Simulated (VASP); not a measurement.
# BeB (P1) in VASP: a series of runs

Runs on BeB. Level: PBE. Tasks: single point.

All numbers are computed with VASP 6.6.1; they aren't measurements. Logs are shortened: lines on timing, memory, paths and dates and some standing lists are left out, and cuts for length are marked.

## (1) The cell of the first run

The typed cell holds 2 atoms: a = 2.781 Å, b = 2.781 Å, c = 2.781 Å, α = 60.00°, β = 60.00°, γ = 60.00°.

## (2) Single point, PBE

Contents of INCAR:

```
SYSTEM = BeB
  ALGO = Normal
  EDIFF = 1E-6
  ENCUT = 520
  GGA = PE
  ISIF = 2
  ISMEAR = -1
  LASPH = .True.
  LCHARG = .True.
  LELF = .True.
  LREAL = .False.
  LVHAR = .True.
  LWAVE = .False.
  NBANDS = 10
  NELM = 80
  PREC = Accurate
  SIGMA = 0.1
```

Contents of KPOINTS:

```
k-points
0
Gamma
  16 16 16
  0 0 0
```

Contents of POSCAR:

```
BeB
1.0
    0.0000000000      1.9666366700      1.9666366700
    1.9666366700      0.0000000000      1.9666366700
    1.9666366700      1.9666366700      0.0000000000
Be B
1 1
Direct
    0.0195340000     -0.0043910000     -0.0095990000
    0.2767160000      0.2499000000      0.2211710000
```

Potentials or basis: VASP PAW PBE potentials, release 64 (Be, B).

On the command line:

```console
> cat potpaw_PBE.64/Be/POTCAR potpaw_PBE.64/B/POTCAR > POTCAR
> mpirun -np 1 vasp_std > vasp.out
```

OUTCAR:

```text
SYSTEM = BeB
   EDIFF = 1E-6
   ENCUT = 520
   GGA = PE
   ISIF = 2
   ISMEAR = -1
   LASPH = .True.
   LREAL = .False.
   NELM = 80
   PREC = Accurate

 ion  position               nearest neighbor table
   1  0.020  0.996  0.990-   2 1.69   2 1.69   2 1.69   2 1.75
   2  0.277  0.250  0.221-   1 1.69   1 1.69   1 1.69   1 1.75

  LATTYP: Found a face centered cubic cell.
 ALAT       =     3.9332733400

  Lattice vectors:

 A1 = (   0.0000000000,   1.9666366700,   1.9666366700)
 A2 = (   1.9666366700,   0.0000000000,   1.9666366700)
 A3 = (   1.9666366700,   1.9666366700,   0.0000000000)

Analysis of symmetry for initial positions (statically):
=====================================================================
 Subroutine PRICEL returns:
 Original cell was already a primitive cell.

 Routine SETGRP: Setting up the symmetry group for a
 face centered cubic supercell.

 Subroutine GETGRP returns: Found  1 space group operations
 (whereof  1 operations were pure point group operations)
 out of a pool of 48 trial point group operations.

The static configuration has the point symmetry C_1 .

Analysis of symmetry for dynamics (positions and initial velocities):
=====================================================================
 Subroutine PRICEL returns:
 Original cell was already a primitive cell.

 Routine SETGRP: Setting up the symmetry group for a
 face centered cubic supercell.

 Subroutine GETGRP returns: Found  1 space group operations
 (whereof  1 operations were pure point group operations)
 out of a pool of 48 trial point group operations.

The dynamic configuration has the point symmetry C_1 .

 Subroutine INISYM returns: Found  1 space group operations
 (whereof  1 operations are pure point group operations),
 and found     1 'primitive' translations

----------------------------------------------------------------------------------------

                                     Primitive cell

  volume of cell :      15.2126

  direct lattice vectors                    reciprocal lattice vectors
     0.000000000  1.966636670  1.966636670    -0.254241166  0.254241166  0.254241166
     1.966636670  0.000000000  1.966636670     0.254241166 -0.254241166  0.254241166
     1.966636670  1.966636670  0.000000000     0.254241166  0.254241166 -0.254241166

  length of vectors
     2.781244251  2.781244251  2.781244251     0.440358617  0.440358617  0.440358617

  position of ions in fractional coordinates (direct lattice)
     0.019534000  0.995609000  0.990401000
     0.276716000  0.249900000  0.221171000

  ion indices of the primitive-cell ions
   primitive index   ion index
                 1           1
                 2           2

----------------------------------------------------------------------------------------

 KPOINTS: k-points

Automatic generation of k-mesh.
 Grid dimensions read from file:
 generate k-points for:   16   16   16

 Generating k-lattice:

  Cartesian coordinates                     Fractional coordinates (reciprocal lattice)
    -0.015890073  0.015890073  0.015890073     0.062500000  0.000000000  0.000000000
     0.015890073 -0.015890073  0.015890073     0.000000000  0.062500000  0.000000000
     0.015890073  0.015890073 -0.015890073     0.000000000  0.000000000  0.062500000

  Length of vectors
     0.027522414  0.027522414  0.027522414

  Shift w.r.t. Gamma in fractional coordinates (k-lattice)
     0.000000000  0.000000000  0.000000000

 Subroutine IBZKPT returns following result:
 ===========================================

 Found   2052 irreducible k-points:

 Following reciprocal coordinates:
            Coordinates               Weight
  0.000000  0.000000  0.000000      1.000000
  0.062500  0.000000  0.000000      2.000000
  0.000000  0.062500  0.000000      2.000000
  0.000000  0.000000  0.062500      2.000000
  0.062500  0.062500  0.062500      2.000000
  0.125000  0.000000  0.000000      2.000000
[... 16 lines left out ...]
  0.000000  0.375000  0.000000      2.000000
  0.000000  0.000000  0.375000      2.000000
 [... further k-points ...]
   k-points           NKPTS =   2052   k-points in BZ     NKDIM =   2052   number of bands    NBANDS=     10
   number of dos      NEDOS =    301   number of ions     NIONS =      2
   total plane-waves  NPLWV =  13824
   dimension x,y,z NGX =    24 NGY =   24 NGZ =   24
   dimension x,y,z NGXF=    48 NGYF=   48 NGZF=   48
   ions per type =               1   1
   NGX,Y,Z   is equivalent  to a cutoff of  14.35, 14.35, 14.35 a.u.
   NGXF,Y,Z  is equivalent  to a cutoff of  28.69, 28.69, 28.69 a.u.
 SYSTEM =  BeB
   PREC   = accura    normal or accurate (medium, high low for compatibility)
   ISTART =      0    job   : 0-new  1-cont  2-samecut
   ICHARG =      2    charge: 1-file 2-atom 10-const
   ISPIN  =      1    spin polarized calculation?
   LNONCOLLINEAR =      F non collinear calculations
   LSORBIT =      F    spin-orbit coupling
   LASPH  =      T    aspherical Exc in radial PAW
   ENCUT  =  520.0 eV  38.22 Ry    6.18 a.u.   5.17  5.17  5.17*2*pi/ulx,y,z
   NELM   =     80;   NELMIN=  2; NELMDL= -5     # of ELM steps
   EDIFF  = 0.1E-05   stopping-criterion for ELM
   LREAL  =      F    real-space projection
   EDIFFG = 0.1E-04   stopping-criterion for IOM
   NSW    =      0    number of steps for IOM
   IBRION =     -1    ionic relax: 0-MD 1-quasi-New 2-CG
   NFREE  =      0    steps in history (QN), initial steepest desc. (CG)
   ISIF   =      2    stress and relaxation
   ISYM   =      2    0-nonsym 1-usesym 2-fastsym
   POTIM  = 0.5000    time-step for ionic-motion
   TEBEG  =    0.0;   TEEND  =   0.0 temperature during run
   PSTRESS=    0.0 pullay stress
   NELECT =       5.0000    total number of electrons
   NUPDOWN=      -1.0000    fix difference up-down
   EMIN   =  10.00;   EMAX   =-10.00  energy-range for DOS
   EFERMI =   0.00;   METHOD = LEGACY
   ISMEAR =    -1;   SIGMA  =   0.10  broadening in eV -4-tet -1-fermi 0-gaus
   EFERMI_NEDOS =   21; number of points for ismear=-14 and -15
   IALGO  =     38    algorithm
   IMIX   =      4    mixing-type and parameters
     AMIX     =   0.40;   BMIX     =  1.00
     AMIX_MAG =   1.60;   BMIX_MAG =  1.00
  volume/ion in A,a.u.               =       7.61        51.33
  Fermi-wavevector in a.u.,A,eV,Ry     =   1.129789  2.134992 17.366794  1.276423
  Thomas-Fermi vector in A             =   2.266484
   LORBIT       =      0    0 simple, 1 ext, 2 COOP (PROOUT), +10 PAW based schemes
   GGA     = PE    functional components
   LHFCALC =     F    Hartree Fock is set to
   AEXX    =    0.0000 exact exchange contribution
   IVDW    =     0    specifies the selected vdW correction
   LEPSILON=     F    determine dielectric tensor
   LRPA    =     F    only Hartree local field effects (RPA)
 non-spin polarized calculation
  energy-cutoff  :      520.00
  volume of cell :       15.21
 maximum number of plane-waves:       423
 NGX is ok and might be reduce to    24
   NGX = 11   NGY = 11   NGZ = 11

 number of electron       5.0000000 magnetization

 Free energy of the ion-electron system (eV)
  ---------------------------------------------------
  ext. energy  EPLUGINS =         0.00000000
  ---------------------------------------------------
  free energy    TOTEN  =        -6.31657589 eV

  energy without entropy =       -6.28740415  energy(sigma->0) =       -6.30199002

 E-fermi :   5.1839     XC(G=0): -11.1034

 val. band max:        5.1802047985   @ k =   0.3125   0.1875   0.0000
 cond. band min:       5.1839168063   @ k =   0.1250   0.0625  -0.1875
 fundamental gap:      0.0037120078
 Fermi energy:         5.1838744240

 k-point     1 :       0.0000    0.0000    0.0000
  band No.  band energies     occupation
      1      -6.7941      2.00000
      2      10.1794      0.00000
      3      10.2398      0.00000
      4      10.7109      0.00000
      5      15.7560      0.00000
      6      16.0587      0.00000
      7      16.1034      0.00000
      8      23.8166      0.00000
      9      29.2635      0.00000
     10      29.2650      0.00000

 k-point     2 :       0.0625    0.0000    0.0000
  band No.  band energies     occupation
      1      -6.7100      2.00000
      2       9.6477      0.00000
      3      10.0721      0.00000
      4      10.5276      0.00000
      5      15.9597      0.00000
      6      16.2976      0.00000
      7      16.5366      0.00000
      8      23.8378      0.00000
      9      27.7026      0.00000
     10      27.7997      0.00000

 k-point     3 :       0.0000    0.0625    0.0000
  band No.  band energies     occupation
      1      -6.7099      2.00000
      2       9.6890      0.00000
      3      10.0331      0.00000
      4      10.5215      0.00000
      5      15.9568      0.00000
      6      16.3272      0.00000
      7      16.5111      0.00000
      8      23.8378      0.00000
      9      27.7103      0.00000
     10      27.8115      0.00000

 k-point     4 :       0.0000    0.0000    0.0625
  band No.  band energies     occupation
      1      -6.7094      2.00000
      2      10.0424      0.00000
      3      10.0528      0.00000
      4      10.1096      0.00000
      5      16.2367      0.00000
      6      16.2747      0.00000
      7      16.2990      0.00000
      8      23.8399      0.00000
      9      27.8472      0.00000
     10      27.8567      0.00000
[... 222 lines left out ...]
 k-point    22 :       0.3750    0.0000    0.0000
  band No.  band energies     occupation
      1      -3.8315      2.00000
      2       1.6606      2.00000
      3       8.1747      0.00000
      4       8.5999      0.00000
      5      17.0990      0.00000
      6      17.7609      0.00000
      7      20.5021      0.00000
      8      22.1761      0.00000
      9      28.1134      0.00000
     10      28.3752      0.00000

 k-point    23 :       0.0000    0.3750    0.0000
  band No.  band energies     occupation
      1      -3.8278      2.00000
      2       1.6670      2.00000
      3       8.1544      0.00000
      4       8.6048      0.00000
      5      17.0644      0.00000
      6      17.7614      0.00000
      7      20.5036      0.00000
      8      22.1670      0.00000
      9      28.1405      0.00000
     10      28.4058      0.00000

 k-point    24 :       0.0000    0.0000    0.3750
  band No.  band energies     occupation
      1      -3.7975      2.00000
      2       1.7180      2.00000
      3       8.2783      0.00000
      4       8.3349      0.00000
      5      17.2445      0.00000
      6      17.3279      0.00000
      7      20.5157      0.00000
      8      22.1000      0.00000
      9      28.5456      0.00000
     10      28.5812      0.00000

 [... further k-points ...]

------------------------ aborting loop because EDIFF is reached ----------------------------------------

  FORCE on cell =-STRESS in cart. coord.  units (eV):
  Direction    XX          YY          ZZ          XY          YZ          ZX
  --------------------------------------------------------------------------------------
  -------------------------------------------------------------------------------------
  Total        5.8973455      5.9124908      5.9151113     -0.5351389      0.7077848      0.5639721
  in kB      621.1046255    622.6997101    622.9757024    -56.3604844     74.5434340     59.3971807
  external PRESSURE =     622.2600127 kB  Pullay stress =       0.0000000 kB

 VOLUME and BASIS-vectors are now :
 -----------------------------------------------------------------------------
  energy-cutoff  :      520.00
  volume of cell :       15.21
      direct lattice vectors                 reciprocal lattice vectors
     0.000000000  1.966636670  1.966636670    -0.254241166  0.254241166  0.254241166
     1.966636670  0.000000000  1.966636670     0.254241166 -0.254241166  0.254241166
     1.966636670  1.966636670  0.000000000     0.254241166  0.254241166 -0.254241166

 POSITION                                       TOTAL-FORCE (eV/Angst)
 -----------------------------------------------------------------------------------
      3.90576      1.98618      1.99642        -0.416499     -0.319781      0.299923
      0.92643      0.97916      1.03566         0.416499      0.319781     -0.299923
 -----------------------------------------------------------------------------------
    total drift:                                0.000006      0.000013     -0.000010

  FREE ENERGIE OF THE ION-ELECTRON SYSTEM (eV)
  ---------------------------------------------------
  free  energy   TOTEN  =        -6.3165758928 eV

  energy  without entropy=       -6.2874041488  energy(sigma->0) =       -6.30199002
```

Wall time 3 min (1 thread of Intel Xeon Platinum 8375C at 2.90GHz (Ice Lake), shared host); peak memory 0.41 GiB.

Results:

```
Free energy            : -6.3166 eV
Pressure               : 62.2 GPa
Largest force          : 0.605 eV/Å
Band gap on the k mesh : zero (an odd number of electrons rules out a gap without spin polarisation)
```

Forces in eV/Å, atoms in the order of the input:
```
Be  -0.416 -0.320  0.300
B    0.416  0.320 -0.300
```

Caveat: the cell stands under pressure; an odd number of electrons without spin polarisation forces a metal; a magnetic or distorted state may lie lower.

## (3) Single point, PBE

Contents of INCAR:

```
PREC = Accurate
ENCUT = 520
EDIFF = 1E-6
ISMEAR = -1
SIGMA = 0.1
LREAL = F
LASPH = T
NELM = 100
ALGO = Normal
ISIF = 2
LWAVE = F
LCHARG = F
GGA = PE
NBANDS = 10
```

Contents of KPOINTS:

```
regular mesh
0
Gamma
  19 19 19
```

POSCAR is that of step 2.

Potentials or basis: VASP PAW PBE potentials, release 64 (Be, B).

On the command line:

```console
> cat potpaw_PBE.64/Be/POTCAR potpaw_PBE.64/B/POTCAR > POTCAR
> mpirun -np 1 vasp_std > vasp.out
```

It took 4.3 min on 1 thread of Intel Xeon Platinum 8375C at 2.90GHz (Ice Lake), shared host; peak memory 0.6 GiB.

It converged, with:

* Free energy: -6.3158 eV
* Pressure: 62.2 GPa
* Largest force: 0.601 eV/Å
* Band gap on the k mesh: zero (an odd number of electrons rules out a gap without spin polarisation)

Forces in eV/Å, atoms in the order of the input:
```
Be  -0.414 -0.318  0.298
B    0.414  0.318 -0.298
```

Stress tensor (GPa, compression positive):
```
62.13 -5.65  5.95
-5.65 62.29  7.47
 5.95  7.47 62.32
```

Levels at points of the mesh, in eV from the Fermi level:
```tsv
k point	band 1	band 2	band 3	band 4	band 5	band 6	band 7
(0.00, 0.00, 0.00)	-11.98	5.00	5.06	5.53	10.57	10.88	10.92
```

Caveat: the cell stands under pressure; an odd number of electrons without spin polarisation forces a metal; a magnetic or distorted state may lie lower.
